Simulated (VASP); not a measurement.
# GaSb (I-4m2) in VASP: further runs

GaSb is run at these levels: LDA; tasks: single point.

Everything below comes from runs of VASP 6.6.1. Logs are shortened: lines on timing, memory, paths and dates and some standing lists are left out, and cuts for length are marked.

## (1) The cell of the first run

It takes space group I-4m2 (No. 119, tetragonal). The conventional cell has a = 5.381 Å, b = 5.381 Å, c = 2.954 Å, α = 90.00°, β = 90.00°, γ = 90.00°. Within 3.7 Å of Ga (site symmetry -4m2) lie 8 Sb at 2.79 to 3.49 Å and 2 Ga at 2.95 Å. Sb (site symmetry -4m2) has 8 Ga at 2.79 to 3.49 Å and 2 Sb at 2.95 Å within 3.7 Å.

## (2) Single point, LDA

INCAR

```
SYSTEM = GaSb
ALGO = Normal
EDIFF = 1E-6
ENCUT = 520
ISIF = 2
ISMEAR = 0
LASPH = .TRUE.
LCHARG = .FALSE.
LREAL = .FALSE.
LWAVE = .FALSE.
NBANDS = 16
NELM = 100
PREC = Accurate
SIGMA = 0.15
```

KPOINTS

```
k-points
0
G
  16 16 16
  0 0 0
```

POSCAR

```
GaSb
1.0
   -2.6903114696      2.6903114696      1.4771000000
    2.6903114696     -2.6903114696      1.4771000000
    2.6903114696      2.6903114696     -1.4771000000
Ga Sb
1 1
Direct
    0.2500000000      0.7500000000      0.5000000000
    0.0000000000      0.0000000000      0.0000000000
```

Potentials or basis: VASP PAW LDA potentials, release 64 (Ga_d, Sb).

On the command line:

```
$ cat potpaw_LDA.64/Ga_d/POTCAR potpaw_LDA.64/Sb/POTCAR > POTCAR
$ mpirun -np 1 vasp_std > vasp.out
```

OUTCAR:

```text
SYSTEM = GaSb
   EDIFF = 1E-6
   ENCUT = 520
   ISIF = 2
   ISMEAR = 0
   LASPH = .TRUE.
   LREAL = .FALSE.
   NELM = 100
   PREC = Accurate

 ion  position               nearest neighbor table
   1  0.250  0.750  0.500-   2 2.79   2 2.79   2 2.79   2 2.79
   2  0.000  0.000  0.000-   1 2.79   1 2.79   1 2.79   1 2.79

  LATTYP: Found a body centered tetragonal cell.
 ALAT       =     5.3806229392
 C/A-ratio  =     0.5490442340

  Lattice vectors:

 A1 = (  -2.6903114696,   2.6903114696,   1.4771000000)
 A2 = (   2.6903114696,  -2.6903114696,   1.4771000000)
 A3 = (   2.6903114696,   2.6903114696,  -1.4771000000)

Analysis of symmetry for initial positions (statically):
=====================================================================
 Subroutine PRICEL returns:
 Original cell was already a primitive cell.

 Routine SETGRP: Setting up the symmetry group for a
 body centered tetragonal supercell.

 Subroutine GETGRP returns: Found  8 space group operations
 (whereof  8 operations were pure point group operations)
 out of a pool of 16 trial point group operations.

The static configuration has the point symmetry D_2d.

Analysis of symmetry for dynamics (positions and initial velocities):
=====================================================================
 Subroutine PRICEL returns:
 Original cell was already a primitive cell.

 Routine SETGRP: Setting up the symmetry group for a
 body centered tetragonal supercell.

 Subroutine GETGRP returns: Found  8 space group operations
 (whereof  8 operations were pure point group operations)
 out of a pool of 16 trial point group operations.

The dynamic configuration has the point symmetry D_2d.

 Subroutine INISYM returns: Found  8 space group operations
 (whereof  8 operations are pure point group operations),
 and found     1 'primitive' translations

----------------------------------------------------------------------------------------

                                     Primitive cell

  volume of cell :      42.7637

  direct lattice vectors                    reciprocal lattice vectors
    -2.690311470  2.690311470  1.477100000     0.000000000  0.185852087  0.338501117
     2.690311470 -2.690311470  1.477100000     0.185852087  0.000000000  0.338501117
     2.690311470  2.690311470 -1.477100000     0.185852087  0.185852087  0.000000000

  length of vectors
     4.081344878  4.081344878  4.081344878     0.386165773  0.386165773  0.262834541

  position of ions in fractional coordinates (direct lattice)
[... 74 lines left out ...]
   LNONCOLLINEAR =      F non collinear calculations
   LSORBIT =      F    spin-orbit coupling
   LASPH  =      T    aspherical Exc in radial PAW
   ENCUT  =  520.0 eV  38.22 Ry    6.18 a.u.   7.59  7.59  7.59*2*pi/ulx,y,z
   NELM   =    100;   NELMIN=  2; NELMDL= -5     # of ELM steps
   EDIFF  = 0.1E-05   stopping-criterion for ELM
   LREAL  =      F    real-space projection
   EDIFFG = 0.1E-04   stopping-criterion for IOM
   NSW    =      0    number of steps for IOM
   IBRION =     -1    ionic relax: 0-MD 1-quasi-New 2-CG
   NFREE  =      0    steps in history (QN), initial steepest desc. (CG)
   ISIF   =      2    stress and relaxation
   ISYM   =      2    0-nonsym 1-usesym 2-fastsym
   POTIM  = 0.5000    time-step for ionic-motion
   TEBEG  =    0.0;   TEEND  =   0.0 temperature during run
   PSTRESS=    0.0 pullay stress
   NELECT =      18.0000    total number of electrons
   NUPDOWN=      -1.0000    fix difference up-down
   EMIN   =  10.00;   EMAX   =-10.00  energy-range for DOS
   EFERMI =   0.00;   METHOD = LEGACY
   ISMEAR =     0;   SIGMA  =   0.15  broadening in eV -4-tet -1-fermi 0-gaus
   EFERMI_NEDOS =   21; number of points for ismear=-14 and -15
   IALGO  =     38    algorithm
   IMIX   =      4    mixing-type and parameters
     AMIX     =   0.40;   BMIX     =  1.00
     AMIX_MAG =   1.60;   BMIX_MAG =  1.00
  volume/ion in A,a.u.               =      21.38       144.29
  Fermi-wavevector in a.u.,A,eV,Ry     =   1.226895  2.318495 20.480453  1.505271
  Thomas-Fermi vector in A             =   2.361879
   LORBIT       =      0    0 simple, 1 ext, 2 COOP (PROOUT), +10 PAW based schemes
   GGA     = CA    functional components
   LHFCALC =     F    Hartree Fock is set to
   AEXX    =    0.0000 exact exchange contribution
   IVDW    =     0    specifies the selected vdW correction
   LEPSILON=     F    determine dielectric tensor
   LRPA    =     F    only Hartree local field effects (RPA)
 non-spin polarized calculation
 Gauss-broadening in eV      SIGMA  =   0.15
  energy-cutoff  :      520.00
  volume of cell :       42.76
 maximum number of plane-waves:      1173
   NGX = 15   NGY = 15   NGZ = 15

 number of electron      18.0000011 magnetization

 Free energy of the ion-electron system (eV)
  ---------------------------------------------------
  ext. energy  EPLUGINS =         0.00000000
  ---------------------------------------------------
  free energy    TOTEN  =        -8.35409834 eV

  energy without entropy =       -8.34567827  energy(sigma->0) =       -8.34988831

 E-fermi :   7.8441     XC(G=0): -11.0165

 val. band max:        7.8364529784   @ k =  -0.4375   0.1875   0.1250
 cond. band min:       7.8457871408   @ k =  -0.1875   0.1875   0.0625
 fundamental gap:      0.0093341624
 Fermi energy:         7.8441212904

 k-point     1 :       0.0000    0.0000    0.0000
  band No.  band energies     occupation
      1      -7.3688      2.00000
      2      -7.2471      2.00000
      3      -7.2425      2.00000
      4      -7.1751      2.00000
      5      -7.1751      2.00000
      6      -5.1071      2.00000
[... 433 lines left out ...]
      3      -7.2418      2.00000
      4      -7.1752      2.00000
      5      -7.1747      2.00000
      6      -5.0705      2.00000
[... 8 lines left out ...]
     15      18.2998      0.00000
     16      18.6463      0.00000

 [... further k-points ...]
[... 5 lines left out ...]
  --------------------------------------------------------------------------------------
  -------------------------------------------------------------------------------------
  Total        0.5459320      0.5459320      1.3622499      0.0000000     -0.0000000      0.0000000
  in kB       20.4538055     20.4538055     51.0378460      0.0000000     -0.0000000      0.0000000
  external PRESSURE =      30.6484857 kB  Pullay stress =       0.0000000 kB

 VOLUME and BASIS-vectors are now :
 -----------------------------------------------------------------------------
  energy-cutoff  :      520.00
  volume of cell :       42.76
      direct lattice vectors                 reciprocal lattice vectors
    -2.690311470  2.690311470  1.477100000     0.000000000  0.185852087  0.338501117
     2.690311470 -2.690311470  1.477100000     0.185852087  0.000000000  0.338501117
     2.690311470  2.690311470 -1.477100000     0.185852087  0.185852087  0.000000000

 POSITION                                       TOTAL-FORCE (eV/Angst)
 -----------------------------------------------------------------------------------
      2.69031      0.00000      0.73855        -0.000000      0.000000      0.000000
      0.00000      0.00000      0.00000         0.000000     -0.000000     -0.000000
 -----------------------------------------------------------------------------------
    total drift:                               -0.000000      0.000000      0.000000

  FREE ENERGIE OF THE ION-ELECTRON SYSTEM (eV)
  ---------------------------------------------------
  free  energy   TOTEN  =        -8.3540983429 eV

  energy  without entropy=       -8.3456782701  energy(sigma->0) =       -8.34988831
```

OSZICAR:

```text
N       E                     dE             d eps       ncg     rms          rms(c)
DAV:   1     0.836072661533E+02    0.83607E+02   -0.82944E+03 11200   0.154E+03
DAV:   2    -0.216723957681E+01   -0.85775E+02   -0.82816E+02 13288   0.321E+02
DAV:   3    -0.829092433595E+01   -0.61237E+01   -0.60966E+01 13312   0.642E+01
DAV:   4    -0.839489726993E+01   -0.10397E+00   -0.10395E+00 13784   0.924E+00
DAV:   5    -0.839732163145E+01   -0.24244E-02   -0.24243E-02 14008   0.128E+00    0.304E+00
DAV:   6    -0.836525836787E+01    0.32063E-01   -0.41416E-02 14720   0.372E+00    0.172E+00
DAV:   7    -0.835458700340E+01    0.10671E-01   -0.11127E-02 16928   0.130E+00    0.260E-01
DAV:   8    -0.835411190836E+01    0.47510E-03   -0.14533E-03 15040   0.538E-01    0.364E-02
DAV:   9    -0.835409908616E+01    0.12822E-04   -0.57677E-05 13120   0.639E-02    0.178E-02
DAV:  10    -0.835409834289E+01    0.74327E-06   -0.67961E-06 14544   0.210E-02
   1 F= -.83540983E+01 E0= -.83498883E+01  d E =-.842007E-02
```

Run time: 75 s. Hardware: 1 thread of AMD EPYC 9R45 (Zen 5), shared host; peak memory 0.32 GiB.

What came out:

- Free energy: -8.3541 eV
- Pressure: 3.1 GPa
- Band gap on the k mesh: zero (bands 9 and 10 overlap by 4.98 eV)

Caveat: the cell stands under pressure; spin-orbit coupling is left out, which moves the levels of the heavy elements.

## (3) Single point, LDA

This run uses another cell than the first one, of 21.47 Å³/atom.

INCAR

```
SYSTEM = GaSb
PREC = Accurate
ENCUT = 520
EDIFF = 1E-7
ISMEAR = 0
SIGMA = 0.15
LREAL = .FALSE.
LASPH = .TRUE.
NELM = 60
ALGO = Normal
ISIF = 2
LWAVE = .FALSE.
LCHARG = .FALSE.
GGA = CA
NBANDS = 16
```

KPOINTS

```
regular mesh
0
G
  16 16 16
  0 0 0
```

POSCAR

```
GaSb
1.0
   -2.8158500000      2.8158500000      1.3540000000
    2.8158500000     -2.8158500000      1.3540000000
    2.8158500000      2.8158500000     -1.3540000000
Ga Sb
1 1
Direct
    0.2500000000      0.7500000000      0.5000000000
    0.0000000000      0.0000000000      0.0000000000
```

Potentials or basis: VASP PAW LDA potentials, release 64 (Ga_d, Sb).

On the command line:

```
$ cat potpaw_LDA.64/Ga_d/POTCAR potpaw_LDA.64/Sb/POTCAR > POTCAR
$ mpirun -np 1 vasp_std > vasp.out
```

OUTCAR:

```text
SYSTEM = GaSb
   PREC = Accurate
   ENCUT = 520
   EDIFF = 1E-7
   ISMEAR = 0
   LREAL = .FALSE.
   LASPH = .TRUE.
   NELM = 60
   ISIF = 2
   GGA = CA

 ion  position               nearest neighbor table
   1  0.250  0.750  0.500-   2 2.90   2 2.90   2 2.90   2 2.90
   2  0.000  0.000  0.000-   1 2.90   1 2.90   1 2.90   1 2.90

  LATTYP: Found a body centered tetragonal cell.
 ALAT       =     5.6317000000
 C/A-ratio  =     0.4808494771

  Lattice vectors:

 A1 = (  -2.8158500000,   2.8158500000,   1.3540000000)
 A2 = (   2.8158500000,  -2.8158500000,   1.3540000000)
 A3 = (   2.8158500000,   2.8158500000,  -1.3540000000)

Analysis of symmetry for initial positions (statically):
=====================================================================
 Subroutine PRICEL returns:
 Original cell was already a primitive cell.

 Routine SETGRP: Setting up the symmetry group for a
 body centered tetragonal supercell.

 Subroutine GETGRP returns: Found  8 space group operations
 (whereof  8 operations were pure point group operations)
 out of a pool of 16 trial point group operations.

The static configuration has the point symmetry D_2d.
[... 160 lines left out ...]

 E-fermi :   7.7244     XC(G=0): -10.9806

 val. band max:        7.7239663760   @ k =   0.4375   0.4375  -0.0000
 cond. band min:       7.7353623951   @ k =  -0.1250   0.2500   0.0625
 fundamental gap:      0.0113960192
 Fermi energy:         7.7243815066

 k-point     1 :       0.0000    0.0000    0.0000
  band No.  band energies     occupation
      1      -7.4781      2.00000
      2      -7.2577      2.00000
      3      -7.2536      2.00000
      4      -7.1234      2.00000
      5      -7.1234      2.00000
      6      -5.3350      2.00000
[... 433 lines left out ...]
      3      -7.2531      2.00000
      4      -7.1234      2.00000
      5      -7.1232      2.00000
      6      -5.3041      2.00000
[... 8 lines left out ...]
     15      17.9637      0.00000
     16      19.5482      0.00000

 [... further k-points ...]

------------------------ aborting loop because EDIFF is reached ----------------------------------------

  FORCE on cell =-STRESS in cart. coord.  units (eV):
  Direction    XX          YY          ZZ          XY          YZ          ZX
  --------------------------------------------------------------------------------------
  -------------------------------------------------------------------------------------
  Total       -0.2119790     -0.2119790      4.9539080      0.0000000      0.0000000      0.0000000
  in kB       -7.9087133     -7.9087133    184.8250508      0.0000000      0.0000000      0.0000000
  external PRESSURE =      56.3358748 kB  Pullay stress =       0.0000000 kB

 VOLUME and BASIS-vectors are now :
 -----------------------------------------------------------------------------
  energy-cutoff  :      520.00
  volume of cell :       42.94
      direct lattice vectors                 reciprocal lattice vectors
    -2.815850000  2.815850000  1.354000000     0.000000000  0.177566277  0.369276219
     2.815850000 -2.815850000  1.354000000     0.177566277  0.000000000  0.369276219
     2.815850000  2.815850000 -1.354000000     0.177566277  0.177566277  0.000000000

 POSITION                                       TOTAL-FORCE (eV/Angst)
 -----------------------------------------------------------------------------------
      2.81585      0.00000      0.67700         0.000000      0.000000     -0.000000
      0.00000      0.00000      0.00000        -0.000000     -0.000000      0.000000
 -----------------------------------------------------------------------------------
    total drift:                                0.000000     -0.000000      0.000000

  FREE ENERGIE OF THE ION-ELECTRON SYSTEM (eV)
  ---------------------------------------------------
  free  energy   TOTEN  =        -8.1066745842 eV

  energy  without entropy=       -8.0972703637  energy(sigma->0) =       -8.10197247
```

stdout:

```text
POSCAR found type information on POSCAR GaSb
 POSCAR found :  2 types and       2 ions
 scaLAPACK will be used
 LDA part: xc-table for (Slater(with rela. corr.)+CA(PZ))
 , standard interpolation
 POSCAR, INCAR and KPOINTS ok, starting setup
 FFT: planning ... GRIDC
 FFT: planning ... GRID_SOFT
 FFT: planning ... GRID
 WAVECAR not read
 entering main loop
```

Run time: 81 s. Hardware: 1 thread of AMD EPYC 9R45 (Zen 5), shared host; peak memory 0.32 GiB.

What came out:

```
Free energy            : -8.1067 eV
Pressure               : 5.6 GPa
Band gap on the k mesh : zero (bands 9 and 10 overlap by 3.82 eV)
```

Levels at points of the mesh, in eV from the Fermi level:
```
           k point  band 5  band 6  band 7  band 8  band 9  band 10  band 11  band 12  band 13  band 14
(0.00, 0.00, 0.00)  -14.85  -13.06   -4.61   -2.98   -2.98     2.64     5.98     5.98     8.80     9.36
(0.50, 0.00, 0.00)  -14.77   -7.22   -5.93   -2.58   -1.43    -0.72     2.68     3.40     5.32     7.43
(0.50, 0.50, 0.00)  -14.84  -11.82   -8.93   -1.17    0.70     0.93     1.05     8.52    10.35    10.52
(0.50, 0.50, 0.50)  -14.84  -10.83   -7.00   -5.82   -5.82     7.77     8.82     8.82     9.00    12.74
```

Caveat: the stress differs along the axes, from -1 to 18 GPa; spin-orbit coupling is left out, which moves the levels of the heavy elements.

## (4) Single point, LDA

This run uses another cell than the first one, of 21.54 Å³/atom.

INCAR

```
  PREC = Accurate
  ENCUT = 520
  EDIFF = 1E-7
  ISMEAR = 0
  SIGMA = 0.15
  LREAL = F
  LASPH = T
  NELM = 100
  ALGO = Normal
  ISIF = 2
  LWAVE = F
  LCHARG = F
  NBANDS = 16
```

KPOINTS

```
Automatic mesh
0
Gamma
  16 16 16
```

POSCAR

```
GaSb
1.0
   -2.6454500000      2.6454500000      1.5386446001
    2.6454500000     -2.6454500000      1.5386446001
    2.6454500000      2.6454500000     -1.5386446001
Ga Sb
1 1
Direct
    0.2500000000      0.7500000000      0.5000000000
    0.0000000000      0.0000000000      0.0000000000
```

On the command line:

```
$ cat potpaw_LDA.64/Ga_d/POTCAR potpaw_LDA.64/Sb/POTCAR > POTCAR
$ mpirun -np 1 vasp_std > vasp.out
```

It took 95 s on 1 thread of AMD EPYC 9R45 (Zen 5), shared host; peak memory 0.32 GiB.

Results (log left out):

```
Free energy            : -8.3672 eV
Pressure               : 2.7 GPa
Band gap on the k mesh : zero (bands 9 and 10 overlap by 5.47 eV)
```

Stress tensor (GPa, compression positive):
```
3.19 0.00 0.00
0.00 3.19 0.00
0.00 0.00 1.69
```

Levels at points of the mesh, in eV from the Fermi level:
| k point | band 7 | band 8 | band 9 | band 10 | band 11 | band 12 |
| --- | --- | --- | --- | --- | --- | --- |
| (0.00, 0.00, 0.00) | -2.59 | -2.11 | -2.11 | 3.32 | 5.56 | 7.71 |
| (0.50, 0.00, 0.00) | -6.20 | -2.51 | -1.75 | -1.31 | 2.26 | 3.55 |
| (0.50, 0.50, 0.00) | -8.76 | 0.06 | 1.79 | 2.51 | 2.60 | 4.89 |
| (0.50, 0.50, 0.50) | -6.27 | -5.63 | -5.63 | 3.60 | 4.98 | 11.56 |

Caveat: spin-orbit coupling is left out, which moves the levels of the heavy elements.

## (5) Overview

```tsv
cell	gap on the mesh (eV)	pressure (GPa)
a = 4.081 Å, angles 97.5, 97.5, 137.6°, 2 atoms	none	3.1
a = 4.206 Å, angles 95.9, 95.9, 142.4°, 2 atoms	none	5.6
a = 4.045 Å, angles 98.3, 98.3, 135.3°, 2 atoms	none	2.7
```

Alike in all rows: task single point; level LDA; potentials or basis VASP PAW LDA potentials, release 64 (Ga_d, Sb); no spin polarisation; k mesh 16 × 16 × 16; cutoff (eV) 520; smearing gaussian 0.15 eV.

Caveats: spin-orbit coupling is left out, which moves the levels of the heavy elements; the cell stands under pressure (at least some runs); the stress differs along the axes, from -1 to 18 GPa (at least some runs).

Total energies depend on the potentials used, so only differences within one code and one set of settings carry meaning.

The gap in the log of VASP goes by the Fermi energy; the results here count the filled bands.